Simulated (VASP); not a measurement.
# PbS (Fm-3m) in VASP: further runs, part 2 of 2

VASP 6.6.1. Earlier steps stand in the parts before.

## 5. Single point, PBE

File INCAR:

```
SYSTEM = PbS
  ALGO = Normal
  EDIFF = 1E-7
  ENCUT = 520
  GGA = PE
  ISIF = 2
  ISMEAR = 0
  LASPH = .TRUE.
  LCHARG = .FALSE.
  LREAL = .FALSE.
  LWAVE = .FALSE.
  NBANDS = 17
  NELM = 60
  PREC = Accurate
  SIGMA = 0.01
```

File KPOINTS:

```
k-points
0
G
  8 8 8
  0 0 0
```

File POSCAR:

```
PbS
1.0
    0.0000000000      2.9872326762      2.9872326762
    2.9872326762      0.0000000000      2.9872326762
    2.9872326762      2.9872326762      0.0000000000
Pb S
1 1
Direct
    0.0000000000      0.0000000000      0.0000000000
    0.5000000000      0.5000000000      0.5000000000
```

Potentials or basis: VASP PAW PBE potentials, release 64 (Pb_d, S).

The run is started by

```bash
$ cat potpaw_PBE.64/Pb_d/POTCAR potpaw_PBE.64/S/POTCAR > POTCAR
$ mpirun -np 1 vasp_std > vasp.out
```

OUTCAR:

```text
SYSTEM = PbS
   EDIFF = 1E-7
   ENCUT = 520
   GGA = PE
   ISIF = 2
   ISMEAR = 0
   LASPH = .TRUE.
   LREAL = .FALSE.
   NELM = 60
   PREC = Accurate

 ion  position               nearest neighbor table
   1  0.000  0.000  0.000-   2 2.99   2 2.99   2 2.99   2 2.99   2 2.99   2 2.99
   2  0.500  0.500  0.500-   1 2.99   1 2.99   1 2.99   1 2.99   1 2.99   1 2.99

  LATTYP: Found a face centered cubic cell.
 ALAT       =     5.9744653524

  Lattice vectors:

 A1 = (   0.0000000000,   2.9872326762,   2.9872326762)
 A2 = (   2.9872326762,   0.0000000000,   2.9872326762)
 A3 = (   2.9872326762,   2.9872326762,   0.0000000000)

Analysis of symmetry for initial positions (statically):
=====================================================================
 Subroutine PRICEL returns:
 Original cell was already a primitive cell.

 Routine SETGRP: Setting up the symmetry group for a
 face centered cubic supercell.

 Subroutine GETGRP returns: Found 48 space group operations
 (whereof 48 operations were pure point group operations)
 out of a pool of 48 trial point group operations.

The static configuration has the point symmetry O_h .
[... 155 lines left out ...]
  ext. energy  EPLUGINS =         0.00000000
  ---------------------------------------------------
  free energy    TOTEN  =        -8.76724660 eV

  energy without entropy =       -8.76724660  energy(sigma->0) =       -8.76724660

 E-fermi :   5.5644     XC(G=0):  -9.5809

 val. band max:        5.5173979308   @ k =   0.5000   0.0000   0.0000
 cond. band min:       5.9589345706   @ k =   0.5000   0.0000   0.0000
 fundamental gap:      0.4415366397
 Fermi energy:         5.5643692951

 k-point     1 :       0.0000    0.0000    0.0000
  band No.  band energies     occupation
      1     -11.2504      2.00000
      2     -11.2504      2.00000
      3     -11.2504      2.00000
      4     -11.2335      2.00000
      5     -11.2335      2.00000
      6      -7.8639      2.00000
[... 457 lines left out ...]
      4     -11.2234      2.00000
      5     -11.2041      2.00000
      6      -6.4662      2.00000
[... 9 lines left out ...]
     16      16.4615      0.00000
     17      16.6892      0.00000

 [... further k-points ...]
[... 5 lines left out ...]
  --------------------------------------------------------------------------------------
  -------------------------------------------------------------------------------------
  Total        0.2894230      0.2894230      0.2894230     -0.0000000     -0.0000000      0.0000000
  in kB        8.6977423      8.6977423      8.6977423     -0.0000000     -0.0000000      0.0000000
  external PRESSURE =       8.6977423 kB  Pullay stress =       0.0000000 kB

 VOLUME and BASIS-vectors are now :
 -----------------------------------------------------------------------------
  energy-cutoff  :      520.00
  volume of cell :       53.31
      direct lattice vectors                 reciprocal lattice vectors
     0.000000000  2.987232676  2.987232676    -0.167378994  0.167378994  0.167378994
     2.987232676  0.000000000  2.987232676     0.167378994 -0.167378994  0.167378994
     2.987232676  2.987232676  0.000000000     0.167378994  0.167378994 -0.167378994

 POSITION                                       TOTAL-FORCE (eV/Angst)
 -----------------------------------------------------------------------------------
      0.00000      0.00000      0.00000         0.000000     -0.000000     -0.000000
      2.98723      2.98723      2.98723         0.000000      0.000000      0.000000
 -----------------------------------------------------------------------------------
    total drift:                                0.000000     -0.000000     -0.000000

  FREE ENERGIE OF THE ION-ELECTRON SYSTEM (eV)
  ---------------------------------------------------
  free  energy   TOTEN  =        -8.7672465983 eV

  energy  without entropy=       -8.7672465983  energy(sigma->0) =       -8.76724660
```

OSZICAR:

```text
N       E                     dE             d eps       ncg     rms          rms(c)
DAV:   1     0.159683248568E+03    0.15968E+03   -0.96430E+03   986   0.124E+03
DAV:   2     0.337070616353E+01   -0.15631E+03   -0.15109E+03  1052   0.317E+02
DAV:   3    -0.895645219564E+01   -0.12327E+02   -0.12044E+02  1342   0.935E+01
DAV:   4    -0.925730980320E+01   -0.30086E+00   -0.30067E+00  1241   0.160E+01
DAV:   5    -0.926913674379E+01   -0.11827E-01   -0.11826E-01  1531   0.306E+00    0.447E+00
DAV:   6    -0.876280244119E+01    0.50633E+00   -0.14604E+00  1535   0.802E+00    0.315E+00
DAV:   7    -0.876381919222E+01   -0.10168E-02   -0.14259E-01  1150   0.187E+00    0.183E+00
DAV:   8    -0.876757947909E+01   -0.37603E-02   -0.16731E-02  1172   0.138E+00    0.294E-01
DAV:   9    -0.876704455485E+01    0.53492E-03   -0.36831E-03  1550   0.520E-01    0.847E-02
DAV:  10    -0.876723922619E+01   -0.19467E-03   -0.39088E-04  1095   0.113E-01    0.593E-02
DAV:  11    -0.876724572432E+01   -0.64981E-05   -0.63614E-05  1368   0.859E-02    0.170E-02
DAV:  12    -0.876724660576E+01   -0.88143E-06   -0.45365E-06  1265   0.219E-02    0.386E-03
DAV:  13    -0.876724659829E+01    0.74699E-08   -0.24779E-07  1303   0.493E-03
   1 F= -.87672466E+01 E0= -.87672466E+01  d E =-.115435E-13
```

stdout:

```text
POSCAR found type information on POSCAR PbS
 POSCAR found :  2 types and       2 ions
 scaLAPACK will be used
 LDA part: xc-table for (Slater+PW92), standard interpolation
 POSCAR, INCAR and KPOINTS ok, starting setup
 FFT: planning ... GRIDC
 FFT: planning ... GRID_SOFT
 FFT: planning ... GRID
 WAVECAR not read
 entering main loop
```

Wall time 13 s (1 thread of Intel Xeon Platinum 8488C (Sapphire Rapids), shared host); peak memory 0.18 GiB.

What came out:

| Property | Result |
| --- | --- |
| Free energy | -8.7672 eV |
| Pressure | 0.9 GPa |
| Band gap on the k mesh | 0.44 eV, direct |

Levels at points of the mesh, in eV from the valence-band top:
| k point | band 8 | band 9 | band 10 | band 11 | band 12 | band 13 |
| --- | --- | --- | --- | --- | --- | --- |
| (0.00, 0.00, 0.00) | -2.04 | -2.04 | -2.04 | 5.17 | 5.17 | 5.17 |
| (0.50, 0.00, 0.00) | -1.67 | -1.67 | 0.00 | 0.44 | 2.03 | 2.03 |
| (0.50, 0.50, 0.00) | -4.99 | -3.28 | -3.28 | 3.98 | 5.53 | 5.62 |

Caveat: spin-orbit coupling is left out, which moves the levels of the heavy elements. A k mesh can miss the band edges.

## 6. Summary

| level | k mesh | gap on the mesh (eV) | pressure (GPa) |
| --- | --- | --- | --- |
| PBE | 6 × 6 × 6 | 0.44 | 0.8 |
| r2SCAN | 6 × 6 × 6 | 0.70 | 0.0 |
| PBE | 8 × 8 × 8 | 0.44 | 0.9 |

Alike in all rows: task single point; potentials or basis VASP PAW PBE potentials, release 64 (Pb_d, S); no spin polarisation; cell as given; cutoff (eV) 520; smearing gaussian 0.01 eV.

On the cell as given the gap runs from 0.44 eV (PBE) to 0.70 eV (r2SCAN); the meshes differ, which moves gaps too. The pressure there spans 0.0 GPa (r2SCAN) to 0.9 GPa (PBE); a positive pressure means that this level wants a larger cell, a negative one a smaller.

Caveats: spin-orbit coupling is left out, which moves the levels of the heavy elements; the PAW data sets were made with another functional, which shifts forces and pressure a little (some runs).

Absolute energies hang on the potentials; compare differences alone.
